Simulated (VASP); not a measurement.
# Sb (R-3m) in VASP: notebook

Sb is run at these levels: PBE; tasks: single point.

Program: VASP 6.6.1. These are calculated values, not measurements. Logs are shortened: lines on timing, memory, paths and dates and some standing lists are left out, and cuts for length are marked.

### Step 1. The cell of the first run

It takes space group R-3m (No. 166, trigonal). Conventional cell: a = 4.376 Å, b = 4.376 Å, c = 11.530 Å, α = 90.00°, β = 90.00°, γ = 120.00°. Sb (site symmetry 3m) has 6 Sb at 2.95 to 3.43 Å within 3.9 Å.

### Step 2. Single point, PBE

INCAR reads:

```
SYSTEM = Sb
  ALGO = Normal
  EDIFF = 1E-6
  ENCUT = 520
  GGA = PE
  ISIF = 2
  ISMEAR = -1
  LASPH = .True.
  LCHARG = .True.
  LELF = .True.
  LREAL = .False.
  LVHAR = .True.
  LWAVE = .False.
  NBANDS = 12
  NELM = 80
  PREC = Accurate
  SIGMA = 0.1
```

KPOINTS reads:

```
k-points
0
Gamma
  14 14 14
  0 0 0
```

POSCAR reads:

```
Sb
1.0
    2.1879029667      1.2631863668      3.8431731385
   -2.1879029667      1.2631863668      3.8431731385
    0.0000000000     -2.5263727336      3.8431731385
Sb
2
Direct
    0.2326795448      0.2326795448      0.2326795448
    0.7673204552      0.7673204552      0.7673204552
```

Potentials or basis: VASP PAW PBE potentials, release 64 (Sb).

Launch:

```
cat potpaw_PBE.64/Sb/POTCAR > POTCAR
mpirun -np 1 vasp_std > vasp.out
```

OUTCAR:

```text
SYSTEM = Sb
   EDIFF = 1E-6
   ENCUT = 520
   GGA = PE
   ISIF = 2
   ISMEAR = -1
   LASPH = .True.
   LREAL = .False.
   NELM = 80
   PREC = Accurate

 ion  position               nearest neighbor table
   1  0.233  0.233  0.233-   2 2.95   2 2.95   2 2.95   2 3.43   2 3.43   2 3.43
   2  0.767  0.767  0.767-   1 2.95   1 2.95   1 2.95   1 3.43   1 3.43   1 3.43

  LATTYP: Found a trigonal (rhomboedric) cell.
 ALAT       =     4.5991889460
 COS(alpha) =     0.5473905614

  Lattice vectors:

 A1 = (   2.1879029667,   1.2631863668,   3.8431731385)
 A2 = (  -2.1879029667,   1.2631863668,   3.8431731385)
 A3 = (   0.0000000000,  -2.5263727336,   3.8431731385)

Analysis of symmetry for initial positions (statically):
=====================================================================
 Subroutine PRICEL returns:
 Original cell was already a primitive cell.

 Routine SETGRP: Setting up the symmetry group for a
 trigonal (rhombohedral) supercell.

 Subroutine GETGRP returns: Found 12 space group operations
 (whereof 12 operations were pure point group operations)
 out of a pool of 12 trial point group operations.

The static configuration has the point symmetry D_3d.

Analysis of symmetry for dynamics (positions and initial velocities):
=====================================================================
 Subroutine PRICEL returns:
 Original cell was already a primitive cell.

 Routine SETGRP: Setting up the symmetry group for a
 trigonal (rhombohedral) supercell.

 Subroutine GETGRP returns: Found 12 space group operations
 (whereof 12 operations were pure point group operations)
 out of a pool of 12 trial point group operations.

The dynamic configuration has the point symmetry D_3d.

 Subroutine INISYM returns: Found 12 space group operations
 (whereof 12 operations are pure point group operations),
 and found     1 'primitive' translations

----------------------------------------------------------------------------------------

                                     Primitive cell

  volume of cell :      63.7289

  direct lattice vectors                    reciprocal lattice vectors
     2.187902967  1.263186367  3.843173139     0.228529330  0.131941470  0.086733884
    -2.187902967  1.263186367  3.843173139    -0.228529330  0.131941470  0.086733884
     0.000000000 -2.526372734  3.843173139     0.000000000 -0.263882941  0.086733884

  length of vectors
     4.599188946  4.599188946  4.599188946     0.277771440  0.277771440  0.277771440

  position of ions in fractional coordinates (direct lattice)
     0.232679545  0.232679545  0.232679545
     0.767320455  0.767320455  0.767320455

  ion indices of the primitive-cell ions
   primitive index   ion index
                 1           1
                 2           2

----------------------------------------------------------------------------------------

 KPOINTS: k-points

Automatic generation of k-mesh.
 Grid dimensions read from file:
 generate k-points for:   14   14   14

 Generating k-lattice:

  Cartesian coordinates                     Fractional coordinates (reciprocal lattice)
     0.016323524  0.009424391  0.006195277     0.071428571  0.000000000 -0.000000000
    -0.016323524  0.009424391  0.006195277     0.000000000  0.071428571 -0.000000000
     0.000000000 -0.018848781  0.006195277    -0.000000000 -0.000000000  0.071428571

  Length of vectors
     0.019840817  0.019840817  0.019840817

  Shift w.r.t. Gamma in fractional coordinates (k-lattice)
     0.000000000  0.000000000  0.000000000

 Subroutine IBZKPT returns following result:
 ===========================================

 Found    288 irreducible k-points:

 Following reciprocal coordinates:
            Coordinates               Weight
  0.000000  0.000000  0.000000      1.000000
  0.071429  0.000000  0.000000      6.000000
  0.142857  0.000000 -0.000000      6.000000
  0.214286 -0.000000 -0.000000      6.000000
  0.285714  0.000000 -0.000000      6.000000
  0.357143  0.000000 -0.000000      6.000000
[... 16 lines left out ...]
  0.214286  0.142857 -0.000000     12.000000
  0.285714  0.142857 -0.000000     12.000000
 [... further k-points ...]
   k-points           NKPTS =    288   k-points in BZ     NKDIM =    288   number of bands    NBANDS=     12
   number of dos      NEDOS =    301   number of ions     NIONS =      2
   total plane-waves  NPLWV =  46656
   dimension x,y,z NGX =    36 NGY =   36 NGZ =   36
   dimension x,y,z NGXF=    72 NGYF=   72 NGZF=   72
   ions per type =               2
   NGX,Y,Z   is equivalent  to a cutoff of  13.01, 13.01, 13.01 a.u.
   NGXF,Y,Z  is equivalent  to a cutoff of  26.03, 26.03, 26.03 a.u.
 SYSTEM =  Sb
   PREC   = accura    normal or accurate (medium, high low for compatibility)
   ISTART =      0    job   : 0-new  1-cont  2-samecut
   ICHARG =      2    charge: 1-file 2-atom 10-const
   ISPIN  =      1    spin polarized calculation?
   LNONCOLLINEAR =      F non collinear calculations
   LSORBIT =      F    spin-orbit coupling
   LASPH  =      T    aspherical Exc in radial PAW
   ENCUT  =  520.0 eV  38.22 Ry    6.18 a.u.   8.55  8.55  8.55*2*pi/ulx,y,z
   NELM   =     80;   NELMIN=  2; NELMDL= -5     # of ELM steps
   EDIFF  = 0.1E-05   stopping-criterion for ELM
   LREAL  =      F    real-space projection
   EDIFFG = 0.1E-04   stopping-criterion for IOM
   NSW    =      0    number of steps for IOM
   IBRION =     -1    ionic relax: 0-MD 1-quasi-New 2-CG
   NFREE  =      0    steps in history (QN), initial steepest desc. (CG)
   ISIF   =      2    stress and relaxation
   ISYM   =      2    0-nonsym 1-usesym 2-fastsym
   POTIM  = 0.5000    time-step for ionic-motion
   TEBEG  =    0.0;   TEEND  =   0.0 temperature during run
   PSTRESS=    0.0 pullay stress
   NELECT =      10.0000    total number of electrons
   NUPDOWN=      -1.0000    fix difference up-down
   EMIN   =  10.00;   EMAX   =-10.00  energy-range for DOS
   EFERMI =   0.00;   METHOD = LEGACY
   ISMEAR =    -1;   SIGMA  =   0.10  broadening in eV -4-tet -1-fermi 0-gaus
   EFERMI_NEDOS =   21; number of points for ismear=-14 and -15
   IALGO  =     38    algorithm
   IMIX   =      4    mixing-type and parameters
     AMIX     =   0.40;   BMIX     =  1.00
     AMIX_MAG =   1.60;   BMIX_MAG =  1.00
  volume/ion in A,a.u.               =      31.86       215.03
  Fermi-wavevector in a.u.,A,eV,Ry     =   0.883004  1.668635 10.608406  0.779696
  Thomas-Fermi vector in A             =   2.003712
   LORBIT       =      0    0 simple, 1 ext, 2 COOP (PROOUT), +10 PAW based schemes
   GGA     = PE    functional components
   LHFCALC =     F    Hartree Fock is set to
   AEXX    =    0.0000 exact exchange contribution
   IVDW    =     0    specifies the selected vdW correction
   LEPSILON=     F    determine dielectric tensor
   LRPA    =     F    only Hartree local field effects (RPA)
 non-spin polarized calculation
  energy-cutoff  :      520.00
  volume of cell :       63.73
 maximum number of plane-waves:      1737
 NGX is ok and might be reduce to    36
   NGX = 17   NGY = 17   NGZ = 17

 number of electron      10.0000000 magnetization

 Free energy of the ion-electron system (eV)
  ---------------------------------------------------
  ext. energy  EPLUGINS =         0.00000000
  ---------------------------------------------------
  free energy    TOTEN  =        -8.27678432 eV

  energy without entropy =       -8.26709011  energy(sigma->0) =       -8.27193722

 E-fermi :   6.6046     XC(G=0):  -9.2972

 val. band max:        6.5698895523   @ k =   0.4286   0.0714   0.0714
 cond. band min:       6.6749668869   @ k =   0.3571   0.2143   0.2143
 fundamental gap:      0.1050773347
 Fermi energy:         6.6045644360

 k-point     1 :       0.0000    0.0000    0.0000
  band No.  band energies     occupation
      1      -5.7045      2.00000
      2       1.5692      2.00000
      3       4.6858      2.00000
      4       4.9339      2.00000
      5       4.9339      2.00000
      6       8.5844      0.00000
      7       9.2137      0.00000
      8       9.2137      0.00000
      9      11.8096      0.00000
     10      11.8096      0.00000
     11      11.9492      0.00000
     12      13.3418      0.00000

 k-point     2 :       0.0714    0.0000    0.0000
  band No.  band energies     occupation
      1      -5.6511      2.00000
      2       1.3538      2.00000
      3       4.7119      2.00000
      4       4.9183      2.00000
      5       4.9918      2.00000
      6       8.5784      0.00000
      7       9.0598      0.00000
      8       9.0961      0.00000
      9      11.5289      0.00000
     10      11.7948      0.00000
     11      11.8011      0.00000
     12      13.7252      0.00000

 k-point     3 :       0.1429    0.0000   -0.0000
  band No.  band energies     occupation
      1      -5.4914      2.00000
      2       0.7997      2.00000
      3       4.7202      2.00000
      4       4.8782      2.00000
      5       5.1760      2.00000
      6       8.4403      0.00000
      7       8.6990      0.00000
      8       8.7732      0.00000
      9      11.2450      0.00000
     10      11.7039      0.00000
     11      11.9519      0.00000
     12      14.5677      0.00000
[... 286 lines left out ...]
 k-point    23 :       0.2143    0.1429   -0.0000
  band No.  band energies     occupation
      1      -5.2527      2.00000
      2       0.3034      2.00000
      3       4.0214      2.00000
      4       4.3396      2.00000
      5       5.9707      1.99647
      6       7.3948      0.00074
      7       8.9367      0.00000
      8       9.5725      0.00000
      9      10.8601      0.00000
     10      12.5512      0.00000
     11      12.9495      0.00000
     12      14.1880      0.00000

 k-point    24 :       0.2857    0.1429   -0.0000
  band No.  band energies     occupation
      1      -4.9671      2.00000
      2      -0.3000      2.00000
      3       3.8823      2.00000
      4       4.2184      2.00000
      5       5.6022      1.99991
      6       7.6646      0.00005
      7       8.9557      0.00000
      8       9.2715      0.00000
      9      10.6766      0.00000
     10      13.0639      0.00000
     11      13.4776      0.00000
     12      15.0289      0.00000

 [... further k-points ...]

------------------------ aborting loop because EDIFF is reached ----------------------------------------

  FORCE on cell =-STRESS in cart. coord.  units (eV):
  Direction    XX          YY          ZZ          XY          YZ          ZX
  --------------------------------------------------------------------------------------
  -------------------------------------------------------------------------------------
  Total        0.0199864      0.0199864      0.0304620      0.0000000     -0.0000000      0.0000000
  in kB        0.5024679      0.5024679      0.7658295      0.0000000     -0.0000000      0.0000000
  external PRESSURE =       0.5902551 kB  Pullay stress =       0.0000000 kB

 VOLUME and BASIS-vectors are now :
 -----------------------------------------------------------------------------
  energy-cutoff  :      520.00
  volume of cell :       63.73
      direct lattice vectors                 reciprocal lattice vectors
     2.187902967  1.263186367  3.843173139     0.228529330  0.131941470  0.086733884
    -2.187902967  1.263186367  3.843173139    -0.228529330  0.131941470  0.086733884
     0.000000000 -2.526372734  3.843173139     0.000000000 -0.263882941  0.086733884

 POSITION                                       TOTAL-FORCE (eV/Angst)
 -----------------------------------------------------------------------------------
      0.00000      0.00000      2.68268         0.000000      0.000000      0.053239
      0.00000      0.00000      8.84684         0.000000      0.000000     -0.053239
 -----------------------------------------------------------------------------------
    total drift:                               -0.000000     -0.000000     -0.000000

  FREE ENERGIE OF THE ION-ELECTRON SYSTEM (eV)
  ---------------------------------------------------
  free  energy   TOTEN  =        -8.2767843202 eV

  energy  without entropy=       -8.2670901107  energy(sigma->0) =       -8.27193722
```

Run time: 4.3 min. Hardware: 1 thread of Intel Xeon 8259CL, shared host; peak memory 0.34 GiB.

Results:

| Item | Value |
| --- | --- |
| Free energy | -8.2768 eV |
| Pressure | 0.1 GPa |
| Largest force | 0.053 eV/Å |
| Band gap on the k mesh | zero (bands 5 and 6 overlap by 0.28 eV) |

Forces in eV/Å, atoms in the order of the input:
```
Sb   0.000  0.000  0.053
Sb   0.000  0.000 -0.053
```

Levels at points of the mesh, in eV from the Fermi level:
| k point | band 2 | band 3 | band 4 | band 5 | band 6 | band 7 | band 8 | band 9 |
| --- | --- | --- | --- | --- | --- | --- | --- | --- |
| (0.00, 0.00, 0.00) | -5.04 | -1.92 | -1.67 | -1.67 | 1.98 | 2.61 | 2.61 | 5.21 |
| (0.50, 0.00, 0.00) | -9.36 | -1.86 | -1.76 | -0.24 | -0.20 | 0.26 | 0.66 | 7.46 |
| (0.50, 0.50, 0.00) | -7.94 | -5.07 | -3.48 | -3.40 | 1.67 | 4.69 | 5.35 | 6.49 |
| (0.50, 0.50, 0.50) | -8.67 | -1.23 | -1.23 | -0.54 | 0.28 | 0.28 | 1.12 | 6.85 |

Caveat: spin-orbit coupling is left out, which moves the levels of the heavy elements.

(Continued in part 2 of 3.)
